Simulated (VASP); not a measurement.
# Zn (Fm-3m) in VASP: a series of runs

Runs on Zn. Level: BLYP. Tasks: single point.

All numbers are computed with VASP 6.6.1; they aren't measurements. Logs are shortened: lines on timing, memory, paths and dates and some standing lists are left out, and cuts for length are marked.

## (1) The cell of the first run

It takes space group Fm-3m (No. 225, cubic). The conventional cell has a = 3.893 Å, b = 3.893 Å, c = 3.893 Å, α = 90.00°, β = 90.00°, γ = 90.00°. Within 3.6 Å of Zn (site symmetry m-3m) lie 12 Zn at 2.75 Å.

## (2) Single point, BLYP (volume scaled by 0.88)

INCAR

```
PREC = Accurate
ENCUT = 520
EDIFF = 1E-7
ISMEAR = -1
SIGMA = 0.1
LREAL = False
LASPH = True
NELM = 60
ALGO = Normal
ISIF = 2
LWAVE = False
LCHARG = False
GGA = B5
ALDAX = 1.0
AGGAX = 1.0
AGGAC = 1.0
ALDAC = 0.0
NBANDS = 12
```

KPOINTS

```
regular mesh
0
Gamma
  15 15 15
```

POSCAR

```
Zn
1.0
    0.0000000000      1.9465358486      1.9465358486
    1.9465358486      0.0000000000      1.9465358486
    1.9465358486      1.9465358486      0.0000000000
Zn
1
Direct
    0.0000000000      0.0000000000      0.0000000000
```

Potentials or basis: VASP PAW PBE potentials, release 64 (Zn).

Command:

```sh
> cat potpaw_PBE.64/Zn/POTCAR > POTCAR
> mpirun -np 1 vasp_std > vasp.out
```

OUTCAR:

```text
PREC = Accurate
   ENCUT = 520
   EDIFF = 1E-7
   ISMEAR = -1
   LREAL = False
   LASPH = True
   NELM = 60
   ISIF = 2
   GGA = B5

 ion  position               nearest neighbor table
   1  0.000  0.000  0.000-

  LATTYP: Found a face centered cubic cell.
 ALAT       =     3.8930716972

  Lattice vectors:

 A1 = (   0.0000000000,   1.9465358486,   1.9465358486)
 A2 = (   1.9465358486,   0.0000000000,   1.9465358486)
 A3 = (   1.9465358486,   1.9465358486,   0.0000000000)

Analysis of symmetry for initial positions (statically):
=====================================================================
 Subroutine PRICEL returns:
 Original cell was already a primitive cell.

 Routine SETGRP: Setting up the symmetry group for a
 face centered cubic supercell.

 Subroutine GETGRP returns: Found 48 space group operations
 (whereof 48 operations were pure point group operations)
 out of a pool of 48 trial point group operations.

The static configuration has the point symmetry O_h .

Analysis of symmetry for dynamics (positions and initial velocities):
=====================================================================
 Subroutine PRICEL returns:
 Original cell was already a primitive cell.

 Routine SETGRP: Setting up the symmetry group for a
 face centered cubic supercell.

 Subroutine GETGRP returns: Found 48 space group operations
 (whereof 48 operations were pure point group operations)
 out of a pool of 48 trial point group operations.

The dynamic configuration has the point symmetry O_h .

 Subroutine INISYM returns: Found 48 space group operations
 (whereof 48 operations are pure point group operations),
 and found     1 'primitive' translations

----------------------------------------------------------------------------------------

                                     Primitive cell

  volume of cell :      14.7509

  direct lattice vectors                    reciprocal lattice vectors
     0.000000000  1.946535849  1.946535849    -0.256866577  0.256866577  0.256866577
     1.946535849  0.000000000  1.946535849     0.256866577 -0.256866577  0.256866577
     1.946535849  1.946535849  0.000000000     0.256866577  0.256866577 -0.256866577

  length of vectors
     2.752817397  2.752817397  2.752817397     0.444905962  0.444905962  0.444905962

  position of ions in fractional coordinates (direct lattice)
     0.000000000  0.000000000  0.000000000

  ion indices of the primitive-cell ions
   primitive index   ion index
                 1           1

----------------------------------------------------------------------------------------

 KPOINTS: regular mesh

Automatic generation of k-mesh.
 Grid dimensions read from file:
 generate k-points for:   15   15   15

 Generating k-lattice:

  Cartesian coordinates                     Fractional coordinates (reciprocal lattice)
    -0.017124438  0.017124438  0.017124438     0.066666667  0.000000000  0.000000000
     0.017124438 -0.017124438  0.017124438     0.000000000  0.066666667  0.000000000
     0.017124438  0.017124438 -0.017124438     0.000000000  0.000000000  0.066666667

  Length of vectors
     0.029660397  0.029660397  0.029660397

  Shift w.r.t. Gamma in fractional coordinates (k-lattice)
     0.000000000  0.000000000  0.000000000

 Subroutine IBZKPT returns following result:
 ===========================================

 Found    120 irreducible k-points:

 Following reciprocal coordinates:
            Coordinates               Weight
  0.000000  0.000000  0.000000      1.000000
  0.066667  0.000000  0.000000      8.000000
  0.133333  0.000000  0.000000      8.000000
  0.200000  0.000000  0.000000      8.000000
  0.266667  0.000000  0.000000      8.000000
  0.333333  0.000000  0.000000      8.000000
[... 16 lines left out ...]
  0.133333  0.133333  0.000000      6.000000
  0.200000  0.133333  0.000000     24.000000
 [... further k-points ...]
   k-points           NKPTS =    120   k-points in BZ     NKDIM =    120   number of bands    NBANDS=     12
   number of dos      NEDOS =    301   number of ions     NIONS =      1
   total plane-waves  NPLWV =   8000
   dimension x,y,z NGX =    20 NGY =   20 NGZ =   20
   dimension x,y,z NGXF=    40 NGYF=   40 NGZF=   40
   ions per type =               1
   NGX,Y,Z   is equivalent  to a cutoff of  12.08, 12.08, 12.08 a.u.
   NGXF,Y,Z  is equivalent  to a cutoff of  24.16, 24.16, 24.16 a.u.
 SYSTEM =  unknown system
   PREC   = accura    normal or accurate (medium, high low for compatibility)
   ISTART =      0    job   : 0-new  1-cont  2-samecut
   ICHARG =      2    charge: 1-file 2-atom 10-const
   ISPIN  =      1    spin polarized calculation?
   LNONCOLLINEAR =      F non collinear calculations
   LSORBIT =      F    spin-orbit coupling
   LASPH  =      T    aspherical Exc in radial PAW
   ENCUT  =  520.0 eV  38.22 Ry    6.18 a.u.   5.12  5.12  5.12*2*pi/ulx,y,z
   NELM   =     60;   NELMIN=  2; NELMDL= -5     # of ELM steps
   EDIFF  = 0.1E-06   stopping-criterion for ELM
   LREAL  =      F    real-space projection
   EDIFFG = 0.1E-05   stopping-criterion for IOM
   NSW    =      0    number of steps for IOM
   IBRION =     -1    ionic relax: 0-MD 1-quasi-New 2-CG
   NFREE  =      0    steps in history (QN), initial steepest desc. (CG)
   ISIF   =      2    stress and relaxation
   ISYM   =      2    0-nonsym 1-usesym 2-fastsym
   POTIM  = 0.5000    time-step for ionic-motion
   TEBEG  =    0.0;   TEEND  =   0.0 temperature during run
   PSTRESS=    0.0 pullay stress
   NELECT =      12.0000    total number of electrons
   NUPDOWN=      -1.0000    fix difference up-down
   EMIN   =  10.00;   EMAX   =-10.00  energy-range for DOS
   EFERMI =   0.00;   METHOD = LEGACY
   ISMEAR =    -1;   SIGMA  =   0.10  broadening in eV -4-tet -1-fermi 0-gaus
   EFERMI_NEDOS =   21; number of points for ismear=-14 and -15
   IALGO  =     38    algorithm
   IMIX   =      4    mixing-type and parameters
     AMIX     =   0.40;   BMIX     =  1.00
     AMIX_MAG =   1.60;   BMIX_MAG =  1.00
  volume/ion in A,a.u.               =      14.75        99.54
  Fermi-wavevector in a.u.,A,eV,Ry     =   1.528256  2.887986 31.777320  2.335567
  Thomas-Fermi vector in A             =   2.636040
   LORBIT       =      0    0 simple, 1 ext, 2 COOP (PROOUT), +10 PAW based schemes
   GGA     = B5    functional components
   LHFCALC =     F    Hartree Fock is set to
   AEXX    =    0.0000 exact exchange contribution
   IVDW    =     0    specifies the selected vdW correction
   LEPSILON=     F    determine dielectric tensor
   LRPA    =     F    only Hartree local field effects (RPA)
 non-spin polarized calculation
  energy-cutoff  :      520.00
  volume of cell :       14.75
 maximum number of plane-waves:       411
   NGX = 11   NGY = 11   NGZ = 11

 number of electron      11.9999988 magnetization

 Free energy of the ion-electron system (eV)
  ---------------------------------------------------
  ext. energy  EPLUGINS =         0.00000000
  ---------------------------------------------------
  free energy    TOTEN  =        -0.29382469 eV

  energy without entropy =       -0.28373711  energy(sigma->0) =       -0.28878090

 E-fermi :   3.7272     XC(G=0): -11.1741

 val. band max:        3.6783998040   @ k =   0.4667   0.0667   0.0000
 cond. band min:       3.8187254057   @ k =  -0.4667   0.2000   0.0000
 fundamental gap:      0.1403256017
 Fermi energy:         3.7271592794

 k-point     1 :       0.0000    0.0000    0.0000
  band No.  band energies     occupation
      1      -6.7764      2.00000
      2      -4.1176      2.00000
      3      -4.1176      2.00000
      4      -4.1176      2.00000
      5      -3.7203      2.00000
      6      -3.7203      2.00000
      7      22.2067      0.00000
      8      22.2067      0.00000
      9      22.2067      0.00000
     10      23.2155      0.00000
     11      25.2517      0.00000
     12      25.2517      0.00000

 k-point     2 :       0.0667    0.0000    0.0000
  band No.  band energies     occupation
      1      -6.6396      2.00000
      2      -4.1287      2.00000
      3      -4.1016      2.00000
      4      -4.1015      2.00000
      5      -3.7247      2.00000
      6      -3.7247      2.00000
      7      20.0205      0.00000
      8      21.7981      0.00000
      9      21.7981      0.00000
     10      22.9280      0.00000
     11      25.8862      0.00000
     12      25.8862      0.00000

 k-point     3 :       0.1333    0.0000    0.0000
  band No.  band energies     occupation
      1      -6.2400      2.00000
      2      -4.1483      2.00000
      3      -4.0633      2.00000
      4      -4.0633      2.00000
      5      -3.7297      2.00000
      6      -3.7297      2.00000
      7      16.7301      0.00000
      8      21.0546      0.00000
      9      21.0546      0.00000
     10      22.8055      0.00000
     11      27.2755      0.00000
     12      27.2756      0.00000
[... 286 lines left out ...]
 k-point    23 :       0.1333    0.1333    0.0000
  band No.  band energies     occupation
      1      -6.0615      2.00000
      2      -4.2227      2.00000
      3      -4.0079      2.00000
      4      -4.0079      2.00000
      5      -3.8019      2.00000
      6      -3.6735      2.00000
      7      18.5855      0.00000
      8      18.5855      0.00000
      9      20.2557      0.00000
     10      20.5719      0.00000
     11      24.2349      0.00000
     12      29.7063      0.00000

 k-point    24 :       0.2000    0.1333    0.0000
  band No.  band energies     occupation
      1      -5.6065      2.00000
      2      -4.2690      2.00000
      3      -3.9685      2.00000
      4      -3.9563      2.00000
      5      -3.7829      2.00000
      6      -3.6459      2.00000
      7      15.9713      0.00000
      8      17.6680      0.00000
      9      19.7798      0.00000
     10      21.2709      0.00000
     11      22.3955      0.00000
     12      29.5954      0.00000

 [... further k-points ...]

------------------------ aborting loop because EDIFF is reached ----------------------------------------

  FORCE on cell =-STRESS in cart. coord.  units (eV):
  Direction    XX          YY          ZZ          XY          YZ          ZX
  --------------------------------------------------------------------------------------
  -------------------------------------------------------------------------------------
  Total        0.8026858      0.8026858      0.8026858      0.0000000      0.0000000     -0.0000000
  in kB       87.1844291     87.1844291     87.1844291      0.0000000      0.0000000     -0.0000000
  external PRESSURE =      87.1844291 kB  Pullay stress =       0.0000000 kB

 VOLUME and BASIS-vectors are now :
 -----------------------------------------------------------------------------
  energy-cutoff  :      520.00
  volume of cell :       14.75
      direct lattice vectors                 reciprocal lattice vectors
     0.000000000  1.946535849  1.946535849    -0.256866577  0.256866577  0.256866577
     1.946535849  0.000000000  1.946535849     0.256866577 -0.256866577  0.256866577
     1.946535849  1.946535849  0.000000000     0.256866577  0.256866577 -0.256866577

 POSITION                                       TOTAL-FORCE (eV/Angst)
 -----------------------------------------------------------------------------------
      0.00000      0.00000      0.00000        -0.000000      0.000000     -0.000000
 -----------------------------------------------------------------------------------
    total drift:                                0.000000      0.000000      0.000000

  FREE ENERGIE OF THE ION-ELECTRON SYSTEM (eV)
  ---------------------------------------------------
  free  energy   TOTEN  =        -0.2938246935 eV

  energy  without entropy=       -0.2837371106  energy(sigma->0) =       -0.28878090
```

Run time: 9.1 s. Hardware: 1 thread of Intel Xeon 6975P-C (Granite Rapids), shared host; peak memory 0.13 GiB.

Results:

```
Free energy            : -0.2938 eV
Pressure               : 8.7 GPa
Band gap on the k mesh : zero (band 6 reaches 5.59 eV, above the bottom of band 7 at 2.47 eV)
```

Caveat: the PAW data sets were made with another functional, which shifts forces and pressure a little.

## (3) Single point, BLYP (volume scaled by 0.92)

INCAR

```
PREC = Accurate
ENCUT = 520
EDIFF = 1E-6
ISMEAR = -1
SIGMA = 0.1
LREAL = F
LASPH = T
NELM = 60
ALGO = Normal
ISIF = 2
LWAVE = F
LCHARG = F
GGA = B5
ALDAX = 1.0
AGGAX = 1.0
AGGAC = 1.0
ALDAC = 0.0
NBANDS = 12
```

KPOINTS is that of step 2.

POSCAR

```
Zn
1.0
    0.0000000000      1.9755929064      1.9755929064
    1.9755929064      0.0000000000      1.9755929064
    1.9755929064      1.9755929064      0.0000000000
Zn
1
Direct
    0.0000000000      0.0000000000      0.0000000000
```

Potentials or basis: VASP PAW PBE potentials, release 64 (Zn).

Command:

```sh
> cat potpaw_PBE.64/Zn/POTCAR > POTCAR
> mpirun -np 1 vasp_std > vasp.out
```

It took 9 s on 1 thread of Intel Xeon 6975P-C (Granite Rapids), shared host; peak memory 0.14 GiB.

It converged, with:

```
Free energy            : -0.3227 eV
Pressure               : 5.1 GPa
Band gap on the k mesh : zero (band 6 reaches 5.19 eV, above the bottom of band 7 at 2.08 eV)
```

Levels at points of the mesh, in eV from the Fermi level:
| k point | band 2 | band 3 | band 4 | band 5 | band 6 | band 7 | band 8 | band 9 | band 10 | band 11 |
| --- | --- | --- | --- | --- | --- | --- | --- | --- | --- | --- |
| (0.00, 0.00, 0.00) | -7.71 | -7.71 | -7.71 | -7.34 | -7.34 | 17.86 | 17.86 | 17.86 | 19.18 | 20.98 |

Caveat: the PAW data sets were made with another functional, which shifts forces and pressure a little.

## (4) Single point, BLYP (volume scaled by 0.96)

INCAR

```
PREC = Accurate
ENCUT = 520
EDIFF = 1E-6
ISMEAR = -1
SIGMA = 0.1
LREAL = False
LASPH = True
NELM = 100
ALGO = Normal
ISIF = 2
LWAVE = False
LCHARG = False
GGA = B5
ALDAX = 1.0
AGGAX = 1.0
AGGAC = 1.0
ALDAC = 0.0
NBANDS = 12
```

KPOINTS is that of step 3.

POSCAR

```
Zn
1.0
    0.0000000000      2.0038194757      2.0038194757
    2.0038194757      0.0000000000      2.0038194757
    2.0038194757      2.0038194757      0.0000000000
Zn
1
Direct
    0.0000000000      0.0000000000      0.0000000000
```

Command:

```sh
> cat potpaw_PBE.64/Zn/POTCAR > POTCAR
> mpirun -np 1 vasp_std > vasp.out
```

Wall time 9.6 s (1 thread of Intel Xeon 6975P-C (Granite Rapids), shared host); peak memory 0.15 GiB.

Results (log left out):

- Free energy: -0.3384 eV
- Pressure: 2.4 GPa
- Band gap on the k mesh: zero (band 6 reaches 4.80 eV, above the bottom of band 7 at 1.74 eV)

Levels at points of the mesh, in eV from the Fermi level:
```
           k point  band 2  band 3  band 4  band 5  band 6  band 7  band 8  band 9  band 10  band 11
(0.00, 0.00, 0.00)   -7.59   -7.59   -7.59   -7.26   -7.26   17.28   17.28   17.28    18.88    20.47
```

Caveat: the PAW data sets were made with another functional, which shifts forces and pressure a little.

[end of part 1 of 2]
